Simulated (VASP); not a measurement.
# Si16B (a cell with a defect) in VASP: single point with PBE

Aim: the single point of Si16B (a cell with a defect) with PBE.

All numbers are computed with VASP 6.6.1; they aren't measurements. Logs are shortened: lines on timing, memory, paths and dates and some standing lists are left out, and cuts for length are marked.

### Step 1. The cell of the first run

The cell holds a defect, 17 atoms: a = 7.679 Å, b = 7.679 Å, c = 7.679 Å, α = 60.00°, β = 60.00°, γ = 60.00°.

### Step 2. Single point, PBE, collinear spin

Input file INCAR:

```
ALGO = Normal
EDIFF = 1E-6
ENCUT = 420
GGA = PE
GGA_COMPAT = False
ISIF = 2
ISMEAR = -1
ISPIN = 2
LASPH = True
LCHARG = False
LORBIT = 11
LREAL = False
LWAVE = False
MAGMOM = 0 0 0 0 0 0 0 0 0 0 0 0 0 0 0 0 1
NBANDS = 52
NELM = 200
PREC = Accurate
SIGMA = 0.02
```

Input file KPOINTS:

```
k-points
0
Gamma
  2 2 2
```

Input file POSCAR:

```
Si16B
1.0
    0.0000000000      5.4300000000      5.4300000000
    5.4300000000      0.0000000000      5.4300000000
    5.4300000000      5.4300000000      0.0000000000
Si B
16 1
Direct
   -0.0006251486     -0.0006031786      0.0018509314
    0.1225352785      0.1224549844      0.1278509679
   -0.0002981671     -0.0003644467      0.4999400624
    0.1249253948      0.1244817120      0.6257951177
    0.0087420302      0.4970167695     -0.0028004790
    0.1224740895      0.6271013313      0.1279648426
   -0.0002126212      0.5003731618      0.5000836809
    0.1226249915      0.6273428754      0.6225217419
    0.4968307400      0.0094412105     -0.0031009876
    0.6271836172      0.1224764123      0.1277977234
    0.5008659106     -0.0003900466      0.4998793579
    0.6275031245      0.1225457889      0.6225249638
    0.4969812004      0.4969545675     -0.0028962003
    0.6252417702      0.6262692378      0.1229390388
    0.4977490167      0.4976351218      0.5069020077
    0.6275654437      0.6273207929      0.6225126583
    0.3756368291      0.3784672058      0.8694160722
```

Potentials or basis: VASP PAW PBE potentials, release 64 (Si, B).

Run with:

```bash
cat potpaw_PBE.64/Si/POTCAR potpaw_PBE.64/B/POTCAR > POTCAR
mpirun -np 1 vasp_std > vasp.out
```

OUTCAR:

```text
EDIFF = 1E-6
   ENCUT = 420
   GGA = PE
   ISIF = 2
   ISMEAR = -1
   ISPIN = 2
   LASPH = True
   LORBIT = 11
   LREAL = False
   NELM = 200
   PREC = Accurate

 ion  position               nearest neighbor table
   1  0.999  0.999  0.002-  10 2.33   2 2.33   6 2.33   4 2.36
   2  0.123  0.122  0.128-   3 2.33   1 2.33   9 2.35   5 2.35
   3  1.000  1.000  0.500-   2 2.33  12 2.33   8 2.33   4 2.36
   4  0.125  0.124  0.626-   7 2.36   3 2.36  11 2.36   1 2.36
   5  0.009  0.497  0.997-  17 2.30   2 2.35   6 2.35   8 2.35  14 2.40
   6  0.122  0.627  0.128-   7 2.33   1 2.33  13 2.35   5 2.35
   7  1.000  0.500  0.500-   6 2.33  16 2.33   8 2.33   4 2.36
   8  0.123  0.627  0.623-   7 2.33   3 2.33   5 2.35  15 2.35
   9  0.497  0.009  0.997-  17 2.31  10 2.35   2 2.35  12 2.35  14 2.40
  10  0.627  0.122  0.128-  11 2.33   1 2.33   9 2.35  13 2.35
  11  0.501  1.000  0.500-  10 2.33  12 2.33  16 2.33   4 2.36
  12  0.628  0.123  0.623-   3 2.33  11 2.33   9 2.35  15 2.35
  13  0.497  0.497  0.997-  17 2.30  10 2.35   6 2.35  16 2.35  14 2.40
  14  0.625  0.626  0.123-   9 2.40  13 2.40   5 2.40  15 2.41
  15  0.498  0.498  0.507-  17 2.27  12 2.35  16 2.35   8 2.35  14 2.41
  16  0.628  0.627  0.623-   7 2.33  11 2.33  13 2.35  15 2.35
  17  0.376  0.378  0.869-  15 2.27   5 2.30  13 2.30   9 2.31

  LATTYP: Found a face centered cubic cell.
 ALAT       =    10.8600000000

  Lattice vectors:

 A1 = (   0.0000000000,   5.4300000000,   5.4300000000)
 A2 = (   5.4300000000,   0.0000000000,   5.4300000000)
 A3 = (   5.4300000000,   5.4300000000,   0.0000000000)

Analysis of symmetry for initial positions (statically):
=====================================================================
 Subroutine PRICEL returns:
 Original cell was already a primitive cell.

 Routine SETGRP: Setting up the symmetry group for a
 face centered cubic supercell.

 Subroutine GETGRP returns: Found  1 space group operations
 (whereof  1 operations were pure point group operations)
 out of a pool of 48 trial point group operations.

The static configuration has the point symmetry C_1 .

Analysis of symmetry for dynamics (positions and initial velocities):
=====================================================================
 Subroutine PRICEL returns:
 Original cell was already a primitive cell.

 Routine SETGRP: Setting up the symmetry group for a
 face centered cubic supercell.

 Subroutine GETGRP returns: Found  1 space group operations
 (whereof  1 operations were pure point group operations)
[... 172 lines left out ...]
  ---------------------------------------------------
  ext. energy  EPLUGINS =         0.00000000
  ---------------------------------------------------
  free energy    TOTEN  =       -88.61218786 eV

  energy without entropy =      -88.61206071  energy(sigma->0) =      -88.61212428

 E-fermi :   6.3579     XC(G=0):  -9.5684

 val. band max:        6.2110717816   @ k =   0.0000   0.5000   0.0000
 cond. band min:       6.4993251913   @ k =   0.0000   0.0000   0.0000
 fundamental gap:      0.2882534097
 Fermi energy:         6.3578748888

 spin component 1

 k-point     1 :       0.0000    0.0000    0.0000
  band No.  band energies     occupation
      1      -6.2720      1.00000
      2      -3.8632      1.00000
      3      -3.8142      1.00000
      4      -3.8118      1.00000
      5      -3.8077      1.00000
      6      -2.4368      1.00000
[... 373 lines left out ...]
     44      10.0427      0.00000
     45      10.1893      0.00000
 Fermi energy:         6.3578748888

 spin component 2

 k-point     1 :       0.0000    0.0000    0.0000
  band No.  band energies     occupation
      1      -6.2720      1.00000
      2      -3.8632      1.00000
      3      -3.8142      1.00000
      4      -3.8118      1.00000
      5      -3.8077      1.00000
      6      -2.4368      1.00000
[... 373 lines left out ...]
     44      10.0427      0.00000
     45      10.1894      0.00000
 [bands above 45 left out]

------------------------ aborting loop because EDIFF is reached ----------------------------------------

  FORCE on cell =-STRESS in cart. coord.  units (eV):
  Direction    XX          YY          ZZ          XY          YZ          ZX
  --------------------------------------------------------------------------------------
  -------------------------------------------------------------------------------------
  Total        6.2760256      6.2728456      6.2740450      0.0439784     -0.0223658     -0.0529870
  in kB       31.4026140     31.3867028     31.3927042      0.2200494     -0.1119092     -0.2651247
  external PRESSURE =      31.3940070 kB  Pullay stress =       0.0000000 kB

 VOLUME and BASIS-vectors are now :
 -----------------------------------------------------------------------------
  energy-cutoff  :      420.00
  volume of cell :      320.21
      direct lattice vectors                 reciprocal lattice vectors
     0.000000000  5.430000000  5.430000000    -0.092081031  0.092081031  0.092081031
     5.430000000  0.000000000  5.430000000     0.092081031 -0.092081031  0.092081031
     5.430000000  5.430000000  0.000000000     0.092081031  0.092081031 -0.092081031

 POSITION                                       TOTAL-FORCE (eV/Angst)
 -----------------------------------------------------------------------------------
      5.43678      5.43666     10.85333         0.011198      0.014692     -0.014066
      1.35916      1.35960      1.33030        -0.004308     -0.010723      0.012810
      8.14270      8.14306     10.85640        -0.014268     -0.012090     -0.008187
      4.07400      4.07641      1.35428         0.005494      0.009965     -0.008393
      8.11359      5.46226      2.74627        -0.004569      0.014109      0.003843
      4.10001      1.35988      4.07019        -0.015010     -0.010170      0.008758
[... 9 lines left out ...]
      6.78660      6.78792      6.81403         0.002624     -0.003252     -0.021292
      6.77601      6.76064      4.09478         0.005183      0.005181     -0.004877
 -----------------------------------------------------------------------------------
    total drift:                               -0.000021     -0.000007      0.000018

  FREE ENERGIE OF THE ION-ELECTRON SYSTEM (eV)
  ---------------------------------------------------
  free  energy   TOTEN  =       -88.6121878601 eV

  energy  without entropy=      -88.6120607065  energy(sigma->0) =      -88.61212428

 total charge

# of ion       s       p       d       tot
------------------------------------------
    1        0.741   0.957   0.000   1.698
    2        0.756   0.934   0.000   1.691
    3        0.742   0.957   0.000   1.698
    4        0.741   0.957   0.000   1.697
    5        0.738   0.944   0.000   1.682
    6        0.757   0.934   0.000   1.690
[... 9 lines left out ...]
   16        0.757   0.931   0.000   1.689
   17        0.825   0.762   0.000   1.587
--------------------------------------------------
tot         12.809  15.809   0.000  28.618

 magnetization (x)

# of ion       s       p       d       tot
------------------------------------------
    1        0.000   0.000   0.000   0.000
    2        0.000  -0.000   0.000  -0.000
    3        0.000   0.000   0.000   0.000
    4       -0.000  -0.000   0.000  -0.000
    5       -0.000  -0.000   0.000  -0.000
    6        0.000  -0.000   0.000  -0.000
[... 9 lines left out ...]
   16        0.000  -0.000   0.000  -0.000
   17       -0.000  -0.000   0.000  -0.000
--------------------------------------------------
tot         -0.000  -0.000   0.000  -0.000
```

OSZICAR:

```text
N       E                     dE             d eps       ncg     rms          rms(c)
DAV:   1     0.127514871706E+03    0.12751E+03   -0.22397E+04  1664   0.896E+02
DAV:   2    -0.779885884720E+02   -0.20550E+03   -0.19180E+03  2016   0.150E+02
DAV:   3    -0.898470486693E+02   -0.11858E+02   -0.11600E+02  2156   0.320E+01
DAV:   4    -0.900660047989E+02   -0.21896E+00   -0.21829E+00  2104   0.536E+00
DAV:   5    -0.900712980655E+02   -0.52933E-02   -0.52889E-02  2136   0.778E-01    0.142E+01
DAV:   6    -0.890131786069E+02    0.10581E+01   -0.12556E+00  2048   0.369E+00    0.866E+00
DAV:   7    -0.885896071268E+02    0.42357E+00   -0.10312E+00  1912   0.297E+00    0.197E+00
DAV:   8    -0.886055702819E+02   -0.15963E-01   -0.11641E-01  2044   0.111E+00    0.513E-01
DAV:   9    -0.886090528782E+02   -0.34826E-02   -0.67037E-03  1992   0.344E-01    0.325E-01
DAV:  10    -0.886110807418E+02   -0.20279E-02   -0.22577E-03  1944   0.164E-01    0.158E-01
DAV:  11    -0.886119615899E+02   -0.88085E-03   -0.79884E-04  2008   0.994E-02    0.777E-02
DAV:  12    -0.886121440713E+02   -0.18248E-03   -0.19208E-04  1928   0.548E-02    0.343E-02
DAV:  13    -0.886121793984E+02   -0.35327E-04   -0.35430E-05  2000   0.228E-02    0.122E-02
DAV:  14    -0.886121860477E+02   -0.66493E-05   -0.73964E-06  1920   0.936E-03    0.509E-03
DAV:  15    -0.886121874022E+02   -0.13546E-05   -0.12137E-06  1464   0.400E-03    0.202E-03
DAV:  16    -0.886121878601E+02   -0.45787E-06   -0.29324E-07  1168   0.188E-03
   1 F= -.88612188E+02 E0= -.88612124E+02  d E =-.127154E-03  mag=     0.0000
```

stdout:

```text
POSCAR found type information on POSCAR SiB
 POSCAR found :  2 types and      17 ions
 scaLAPACK will be used
 -----------------------------------------------------------------------------
|                                                                             |
|                                                                             |
|     You have a (more or less) 'large supercell' and for larger cells it     |
|     might be more efficient to use real-space projection operators.         |
|     Therefore, try LREAL= Auto in the INCAR file.                           |
|     Mind: For very accurate calculation, you might also keep the            |
|     reciprocal projection scheme (i.e. LREAL=.FALSE.).                      |
|                                                                             |
 -----------------------------------------------------------------------------

 LDA part: xc-table for (Slater+PW92), standard interpolation
 POSCAR, INCAR and KPOINTS ok, starting setup
 FFT: planning ... GRIDC
 FFT: planning ... GRID_SOFT
 FFT: planning ... GRID
 WAVECAR not read
 entering main loop
```

Wall time 7.4 min (1 thread of Intel Xeon 8259CL, shared host); peak memory 0.57 GiB.

Results:

- Free energy: -88.6122 eV
- Pressure: 3.1 GPa
- Largest force: 0.023 eV/Å
- Net moment: 0.00 μB per cell
- Valence electrons inside the program's atomic spheres: Si 1.70, 1.69, 1.68, 1.67 (each value once); B 1.59

Forces on the atoms (eV/Å):
```
Si   0.011  0.015 -0.014
Si  -0.004 -0.011  0.013
Si  -0.014 -0.012 -0.008
Si   0.005  0.010 -0.008
Si  -0.005  0.014  0.004
Si  -0.015 -0.010  0.009
Si   0.007 -0.014  0.014
Si   0.002  0.022  0.002
Si   0.016 -0.008  0.008
Si  -0.004 -0.012  0.009
Si  -0.014  0.009  0.012
Si   0.019 -0.004  0.002
Si  -0.006 -0.005 -0.015
Si  -0.003  0.005 -0.003
Si  -0.004 -0.001  0.002
Si   0.003 -0.003 -0.021
B    0.005  0.005 -0.005
```

Levels at points of the mesh, in eV from the Fermi level:
Spin up:
```csv
k point,band 30,band 31,band 32,band 33,band 34,band 35,band 36,band 37
"(0.00, 0.00, 0.00)",-1.53,-0.39,-0.38,-0.38,0.14,0.15,0.18,0.47
"(0.50, 0.00, 0.00)",-1.25,-1.24,-1.08,-1.07,-0.16,1.00,1.05,1.21
"(0.00, 0.50, 0.00)",-1.25,-1.23,-1.08,-1.07,-0.15,1.01,1.05,1.21
"(0.00, 0.00, 0.50)",-1.25,-1.25,-1.07,-1.06,-0.19,1.01,1.02,1.22
"(0.50, 0.50, 0.50)",-1.25,-1.23,-1.08,-1.07,-0.16,1.00,1.05,1.21
"(0.50, 0.50, 0.00)",-1.75,-1.74,-1.64,-0.68,0.30,1.05,1.15,1.16
"(0.00, 0.50, 0.50)",-1.75,-1.74,-1.64,-0.68,0.30,1.05,1.15,1.16
"(0.50, 0.00, 0.50)",-1.75,-1.74,-1.64,-0.68,0.30,1.05,1.15,1.16
```
Spin down:
| k point | band 30 | band 31 | band 32 | band 33 | band 34 | band 35 | band 36 | band 37 |
| --- | --- | --- | --- | --- | --- | --- | --- | --- |
| (0.00, 0.00, 0.00) | -1.53 | -0.39 | -0.38 | -0.38 | 0.14 | 0.15 | 0.18 | 0.47 |
| (0.50, 0.00, 0.00) | -1.25 | -1.24 | -1.08 | -1.07 | -0.16 | 1.00 | 1.05 | 1.21 |
| (0.00, 0.50, 0.00) | -1.25 | -1.23 | -1.08 | -1.07 | -0.15 | 1.01 | 1.05 | 1.21 |
| (0.00, 0.00, 0.50) | -1.25 | -1.25 | -1.07 | -1.06 | -0.19 | 1.01 | 1.02 | 1.22 |
| (0.50, 0.50, 0.50) | -1.25 | -1.23 | -1.08 | -1.07 | -0.16 | 1.00 | 1.05 | 1.21 |
| (0.50, 0.50, 0.00) | -1.75 | -1.74 | -1.64 | -0.68 | 0.30 | 1.05 | 1.15 | 1.16 |
| (0.00, 0.50, 0.50) | -1.75 | -1.74 | -1.64 | -0.68 | 0.30 | 1.05 | 1.15 | 1.16 |
| (0.50, 0.00, 0.50) | -1.75 | -1.74 | -1.64 | -0.68 | 0.30 | 1.05 | 1.15 | 1.16 |

Caveat: the k points lie up to 0.50 Å⁻¹ apart.
